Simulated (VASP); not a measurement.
# SrPrI (P4/mmm) in VASP: notebook, part 2 of 3

VASP 6.6.1.

### Step 4. Relaxation of cell and atoms, PBE

INCAR reads:

```
SYSTEM = SrPrI
ALGO = Normal
EDIFF = 1E-7
EDIFFG = -0.04
ENCUT = 500
GGA = PE
GGA_COMPAT = .False.
IBRION = 2
ISIF = 3
ISMEAR = 0
LASPH = .True.
LCHARG = .False.
LMAXMIX = 6
LREAL = .False.
LWAVE = .False.
NELM = 200
NELMIN = 4
NSW = 90
PREC = Accurate
SIGMA = 0.1
```

KPOINTS reads:

```
k-points
0
Gamma
  4 4 4
  0 0 0
```

POSCAR reads:

```
SrPrI
1.0
    4.5289955200      0.0000000000      0.0000000000
    0.0000000000      4.5289955200      0.0000000000
    0.0000000000      0.0000000000      5.9348386600
Sr Pr I
1 1 1
Direct
    0.5000000000      0.5000000000      0.0000000000
    0.5000000000      0.5000000000      0.5000000000
    0.0000000000      0.0000000000      0.0000000000
```

Potentials or basis: VASP PAW PBE potentials, release 64 (Sr_sv, Pr_3, I), 4f in core.

On the command line:

```
$ cat potpaw_PBE.64/Sr_sv/POTCAR potpaw_PBE.64/Pr_3/POTCAR potpaw_PBE.64/I/POTCAR > POTCAR
$ mpirun -np 1 vasp_std > vasp.out
```

OUTCAR:

```text
SYSTEM = SrPrI
   EDIFF = 1E-7
   EDIFFG = -0.04
   ENCUT = 500
   GGA = PE
   IBRION = 2
   ISIF = 3
   ISMEAR = 0
   LASPH = .True.
   LREAL = .False.
   NELM = 200
   NELMIN = 4
   NSW = 90
   PREC = Accurate

 ion  position               nearest neighbor table
   1  0.500  0.500  0.000-   2 2.97   2 2.97   3 3.20   3 3.20   3 3.20   3 3.20
   2  0.500  0.500  0.500-   1 2.97   1 2.97
   3  0.000  0.000  0.000-   1 3.20   1 3.20   1 3.20   1 3.20

  LATTYP: Found a simple tetragonal cell.
 ALAT       =     4.5289955200
 C/A-ratio  =     1.3104094791

  Lattice vectors:

 A1 = (   4.5289955200,   0.0000000000,   0.0000000000)
 A2 = (   0.0000000000,   4.5289955200,   0.0000000000)
 A3 = (   0.0000000000,   0.0000000000,   5.9348386600)

Analysis of symmetry for initial positions (statically):
=====================================================================
 Subroutine PRICEL returns:
 Original cell was already a primitive cell.

 Routine SETGRP: Setting up the symmetry group for a
 simple tetragonal supercell.

 Subroutine GETGRP returns: Found 16 space group operations
 (whereof 16 operations were pure point group operations)
 out of a pool of 16 trial point group operations.

The static configuration has the point symmetry D_4h.

Analysis of symmetry for dynamics (positions and initial velocities):
=====================================================================
 Subroutine PRICEL returns:
 Original cell was already a primitive cell.

 Routine SETGRP: Setting up the symmetry group for a
 simple tetragonal supercell.

 Subroutine GETGRP returns: Found 16 space group operations
 (whereof 16 operations were pure point group operations)
 out of a pool of 16 trial point group operations.

The dynamic configuration has the point symmetry D_4h.

 Subroutine INISYM returns: Found 16 space group operations
 (whereof 16 operations are pure point group operations),
 and found     1 'primitive' translations

----------------------------------------------------------------------------------------

                                     Primitive cell

  volume of cell :     121.7342

  direct lattice vectors                    reciprocal lattice vectors
     4.528995520  0.000000000  0.000000000     0.220799512  0.000000000  0.000000000
     0.000000000  4.528995520  0.000000000     0.000000000  0.220799512  0.000000000
     0.000000000  0.000000000  5.934838660     0.000000000  0.000000000  0.168496577

  length of vectors
     4.528995520  4.528995520  5.934838660     0.220799512  0.220799512  0.168496577

  position of ions in fractional coordinates (direct lattice)
     0.500000000  0.500000000  0.000000000
     0.500000000  0.500000000  0.500000000
     0.000000000  0.000000000  0.000000000

  ion indices of the primitive-cell ions
   primitive index   ion index
                 1           1
                 2           2
                 3           3

----------------------------------------------------------------------------------------

 KPOINTS: k-points

Automatic generation of k-mesh.
 Grid dimensions read from file:
 generate k-points for:    4    4    4

 Generating k-lattice:

  Cartesian coordinates                     Fractional coordinates (reciprocal lattice)
     0.055199878  0.000000000  0.000000000     0.250000000  0.000000000  0.000000000
     0.000000000  0.055199878  0.000000000     0.000000000  0.250000000  0.000000000
     0.000000000  0.000000000  0.042124144     0.000000000  0.000000000  0.250000000

  Length of vectors
     0.055199878  0.055199878  0.042124144

  Shift w.r.t. Gamma in fractional coordinates (k-lattice)
     0.000000000  0.000000000  0.000000000

 Subroutine IBZKPT returns following result:
 ===========================================

 Found     18 irreducible k-points:

 Following reciprocal coordinates:
            Coordinates               Weight
  0.000000  0.000000  0.000000      1.000000
  0.250000  0.000000  0.000000      4.000000
  0.500000  0.000000  0.000000      2.000000
  0.250000  0.250000  0.000000      4.000000
  0.500000  0.250000  0.000000      4.000000
  0.500000  0.500000  0.000000      1.000000
[... 10 lines left out ...]
  0.500000  0.250000  0.500000      4.000000
  0.500000  0.500000  0.500000      1.000000
   k-points           NKPTS =     18   k-points in BZ     NKDIM =     18   number of bands    NBANDS=     18
   number of dos      NEDOS =    301   number of ions     NIONS =      3
   total plane-waves  NPLWV =  62208
   dimension x,y,z NGX =    36 NGY =   36 NGZ =   48
   dimension x,y,z NGXF=    72 NGYF=   72 NGZF=   96
   ions per type =               1   1   1
   NGX,Y,Z   is equivalent  to a cutoff of  13.21, 13.21, 13.45 a.u.
   NGXF,Y,Z  is equivalent  to a cutoff of  26.43, 26.43, 26.89 a.u.
 SYSTEM =  SrPrI
   PREC   = accura    normal or accurate (medium, high low for compatibility)
   ISTART =      0    job   : 0-new  1-cont  2-samecut
   ICHARG =      2    charge: 1-file 2-atom 10-const
   ISPIN  =      1    spin polarized calculation?
   LNONCOLLINEAR =      F non collinear calculations
   LSORBIT =      F    spin-orbit coupling
   LASPH  =      T    aspherical Exc in radial PAW
   ENCUT  =  500.0 eV  36.75 Ry    6.06 a.u.   8.26  8.26 10.82*2*pi/ulx,y,z
   NELM   =    200;   NELMIN=  4; NELMDL= -5     # of ELM steps
   EDIFF  = 0.1E-06   stopping-criterion for ELM
   LREAL  =      F    real-space projection
   EDIFFG = -.4E-01   stopping-criterion for IOM
   NSW    =     90    number of steps for IOM
   IBRION =      2    ionic relax: 0-MD 1-quasi-New 2-CG
   NFREE  =      1    steps in history (QN), initial steepest desc. (CG)
   ISIF   =      3    stress and relaxation
   ISYM   =      2    0-nonsym 1-usesym 2-fastsym
   POTIM  = 0.5000    time-step for ionic-motion
   TEBEG  =    0.0;   TEEND  =   0.0 temperature during run
   PSTRESS=    0.0 pullay stress
   NELECT =      28.0000    total number of electrons
   NUPDOWN=      -1.0000    fix difference up-down
   EMIN   =  10.00;   EMAX   =-10.00  energy-range for DOS
   EFERMI =   0.00;   METHOD = LEGACY
   ISMEAR =     0;   SIGMA  =   0.10  broadening in eV -4-tet -1-fermi 0-gaus
   EFERMI_NEDOS =   21; number of points for ismear=-14 and -15
   IALGO  =     38    algorithm
   IMIX   =      4    mixing-type and parameters
     AMIX     =   0.40;   BMIX     =  1.00
     AMIX_MAG =   1.60;   BMIX_MAG =  1.00
  volume/ion in A,a.u.               =      40.58       273.83
  Fermi-wavevector in a.u.,A,eV,Ry     =   1.003052  1.895493 13.688992  1.006113
  Thomas-Fermi vector in A             =   2.135578
   LORBIT       =      0    0 simple, 1 ext, 2 COOP (PROOUT), +10 PAW based schemes
   GGA     = PE    functional components
   LHFCALC =     F    Hartree Fock is set to
   AEXX    =    0.0000 exact exchange contribution
   IVDW    =     0    specifies the selected vdW correction
   LEPSILON=     F    determine dielectric tensor
   LRPA    =     F    only Hartree local field effects (RPA)
 conjugate gradient relaxation of ions
 non-spin polarized calculation
 Gauss-broadening in eV      SIGMA  =   0.10
  energy-cutoff  :      500.00
  volume of cell :      121.73
 maximum number of plane-waves:      3105
 NGX is ok and might be reduce to    36
   NGX = 17   NGY = 17   NGZ = 21

--------------------------------------- Ionic step        1  -------------------------------------------

 number of electron      28.0000001 magnetization

 Free energy of the ion-electron system (eV)
  ---------------------------------------------------
  ext. energy  EPLUGINS =         0.00000000
  ---------------------------------------------------
  free energy    TOTEN  =        -6.73156466 eV

  energy without entropy =       -6.70433359  energy(sigma->0) =       -6.71794913

------------------------ aborting loop because EDIFF is reached ----------------------------------------

  FORCE on cell =-STRESS in cart. coord.  units (eV):
  Direction    XX          YY          ZZ          XY          YZ          ZX
  --------------------------------------------------------------------------------------
  -------------------------------------------------------------------------------------
  Total       -0.5928484     -0.5928484      7.5042887      0.0000000     -0.0000000      0.0000000
  in kB       -7.8026387     -7.8026387     98.7659893      0.0000000     -0.0000000      0.0000000
  external PRESSURE =      27.7202373 kB  Pullay stress =       0.0000000 kB
[... 207 lines left out ...]
  energy  without entropy=       -7.6544688639  energy(sigma->0) =       -7.67506774

--------------------------------------- Ionic step        7  -------------------------------------------

 number of electron      28.0000002 magnetization

 Free energy of the ion-electron system (eV)
  ---------------------------------------------------
  ext. energy  EPLUGINS =         0.00000000
  ---------------------------------------------------
  free energy    TOTEN  =        -7.69599828 eV

  energy without entropy =       -7.65515506  energy(sigma->0) =       -7.67557667

 E-fermi :   2.5842     XC(G=0):  -7.5391

 val. band max:        2.5826716026   @ k =   0.5000   0.2500   0.0000
 cond. band min:       2.5875978594   @ k =   0.5000   0.0000   0.2500
 fundamental gap:      0.0049262568
 Fermi energy:         2.5842261136

 k-point     1 :       0.0000    0.0000    0.0000
  band No.  band energies     occupation
      1     -35.2633      2.00000
      2     -34.0929      2.00000
      3     -17.1117      2.00000
      4     -17.1117      2.00000
      5     -17.1014      2.00000
      6     -16.1777      2.00000
[... 10 lines left out ...]
     17       3.6140      0.00000
     18       3.6140      0.00000
[... 385 lines left out ...]
  FREE ENERGIE OF THE ION-ELECTRON SYSTEM (eV)
  ---------------------------------------------------
  free  energy   TOTEN  =        -7.6959982784 eV

  energy  without entropy=       -7.6551550572  energy(sigma->0) =       -7.67557667

 reached required accuracy - stopping structural energy minimisation
```

OSZICAR:

```text
N       E                     dE             d eps       ncg     rms          rms(c)
DAV:   1     0.185997390483E+03    0.18600E+03   -0.12422E+04   648   0.128E+03
DAV:   2     0.883741809650E+01   -0.17716E+03   -0.17389E+03   688   0.295E+02
DAV:   3    -0.643438529832E+01   -0.15272E+02   -0.14673E+02  1196   0.649E+01
[... 87 lines left out ...]
DAV:   3    -0.769568988372E+01    0.15900E-02   -0.74807E-03   954   0.465E-01    0.130E-01
DAV:   4    -0.769580800807E+01   -0.11812E-03   -0.57907E-04  1000   0.924E-02    0.113E-01
DAV:   5    -0.769596510919E+01   -0.15710E-03   -0.24163E-04  1068   0.722E-02    0.400E-02
DAV:   6    -0.769599580407E+01   -0.30695E-04   -0.45558E-05  1230   0.343E-02    0.666E-03
DAV:   7    -0.769599829005E+01   -0.24860E-05   -0.50648E-06  1062   0.927E-03    0.308E-03
DAV:   8    -0.769599827835E+01    0.11695E-07   -0.39177E-07   626   0.282E-03
   7 F= -.76959983E+01 E0= -.76755767E+01  d E =-.185107E-01
```

CONTCAR:

```text
SrPrI
   1.00000000000000
     4.5008185366339077    0.0000000000000000    0.0000000000000000
     0.0000000000000000    4.5008185366339077   -0.0000000000000000
     0.0000000000000000   -0.0000000000000000    7.8001953743837866
  Sr              Pr              I
     1     1     1
Direct
     0.5000000000000000    0.5000000000000000    0.0000000000000000
     0.5000000000000000    0.5000000000000000    0.5000000000000000
     0.0000000000000000    0.0000000000000000    0.0000000000000000

  0.00000000E+00  0.00000000E+00  0.00000000E+00
  0.00000000E+00  0.00000000E+00  0.00000000E+00
  0.00000000E+00  0.00000000E+00  0.00000000E+00
```

Run time: 5.8 min. Hardware: 1 thread of Intel Xeon Platinum 8488C (Sapphire Rapids), shared host; peak memory 0.28 GiB.

Results:

* Free energy: -7.6960 eV
* Relaxed volume: 52.67 Å³/atom
* Relaxed cell: a = 4.501 Å, b = 4.501 Å, c = 7.800 Å, α = 90.00°, β = 90.00°, γ = 90.00°
* Space group after relaxing (to 0.1 Å): P4/mmm (No. 123)
* Energy gained by relaxing: 321.5 meV/atom
* Ionic steps: 7
* Pressure after relaxing: 0.0 GPa
* Band gap on the k mesh: zero (bands 14 and 15 overlap by 0.88 eV)

Stress tensor (GPa, compression positive):
```
 0.02  0.00  0.00
 0.00  0.02  0.00
 0.00  0.00 -0.10
```

The path:
```csv
step,energy change (eV),largest force (eV/Å),pressure (GPa),volume (Å³)
1,0.0000,0.0000,2.77,121.73
2,-0.6841,0.0000,1.77,133.84
3,-0.9190,0.0000,1.09,145.14
4,-0.9453,0.0000,0.83,150.04
5,-0.9459,0.0000,0.78,151.20
6,-0.9641,0.0000,-0.11,158.99
7,-0.9644,0.0000,-0.02,158.01
```

Final structure:
```xyz
3
Lattice="4.5008 0.0000 0.0000 0.0000 4.5008 0.0000 0.0000 0.0000 7.8002" Properties=species:S:1:pos:R:3 pbc="T T T"
Sr    2.2504    2.2504    0.0000
Pr    2.2504    2.2504    3.9001
I     0.0000    0.0000    0.0000
```

Caveat: the volume moved by over 15 % at a fixed basis, so the end points are rough; spin-orbit coupling is left out, which moves the levels of the heavy elements; the 4f electrons are frozen in the core, so they carry no moment and show no levels; the run has no spin polarisation, though such a crystal can be magnetic.

### Step 5. Single point, PBE

This run uses another cell than the first one, of 52.30 Å³/atom.

INCAR reads:

```
PREC = Accurate
ENCUT = 500
EDIFF = 1E-6
ISMEAR = 0
SIGMA = 0.1
LREAL = False
LASPH = True
NELM = 200
ALGO = Normal
ISIF = 2
LWAVE = False
LCHARG = False
GGA = PE
NBANDS = 21
GGA_COMPAT = False
LMAXMIX = 6
```

KPOINTS reads:

```
regular mesh
0
Gamma
  10 10 6
```

POSCAR reads:

```
SrPrI
1.0
    4.5108262751      0.0000000000      0.0000000000
    0.0000000000      4.5108262751      0.0000000000
    0.0000000000      0.0000000000      7.7103793337
Sr Pr I
1 1 1
Direct
    0.5000000000      0.5000000000      0.0000000000
    0.5000000000      0.5000000000      0.5000000000
    0.0000000000      0.0000000000      0.0000000000
```

On the command line:

```
$ cat potpaw_PBE.64/Sr_sv/POTCAR potpaw_PBE.64/Pr_3/POTCAR potpaw_PBE.64/I/POTCAR > POTCAR
$ mpirun -np 1 vasp_std > vasp.out
```

Run time: 4.8 min. Hardware: 1 thread of Intel Xeon Platinum 8488C (Sapphire Rapids), shared host; peak memory 0.47 GiB.

Results (log left out):

```
Free energy            : -7.6906 eV
Pressure               : 0.0 GPa
Band gap on the k mesh : zero (bands 14 and 15 overlap by 0.86 eV)
```

Levels at points of the mesh, in eV from the Fermi level:
| k point | band 10 | band 11 | band 12 | band 13 | band 14 | band 15 | band 16 | band 17 | band 18 | band 19 |
| --- | --- | --- | --- | --- | --- | --- | --- | --- | --- | --- |
| (0.00, 0.00, 0.00) | -4.49 | -4.16 | -4.16 | -2.37 | -0.53 | -0.49 | 0.20 | 1.01 | 1.01 | 1.74 |
| (0.50, 0.00, 0.00) | -5.94 | -4.83 | -4.45 | -1.05 | -0.10 | 0.31 | 0.38 | 1.27 | 1.28 | 1.28 |
| (0.50, 0.50, 0.00) | -4.99 | -4.99 | -4.02 | -0.63 | -0.42 | -0.42 | -0.33 | 2.21 | 2.21 | 2.39 |
| (0.00, 0.00, 0.50) | -4.64 | -4.16 | -4.16 | -1.46 | -0.47 | -0.20 | -0.16 | 0.40 | 1.48 | 1.48 |
| (0.50, 0.00, 0.50) | -5.92 | -4.83 | -4.44 | -0.98 | -0.14 | 0.33 | 0.96 | 1.04 | 1.25 | 1.57 |
| (0.50, 0.50, 0.50) | -5.00 | -5.00 | -4.06 | -0.10 | 0.37 | 0.37 | 0.48 | 0.48 | 0.48 | 1.06 |

Caveat: spin-orbit coupling is left out, which moves the levels of the heavy elements; the 4f electrons are frozen in the core, so they carry no moment and show no levels; the run has no spin polarisation, though such a crystal can be magnetic.

(Continued in part 3 of 3.)

The gap in the log of VASP goes by the Fermi energy; the results here count the filled bands.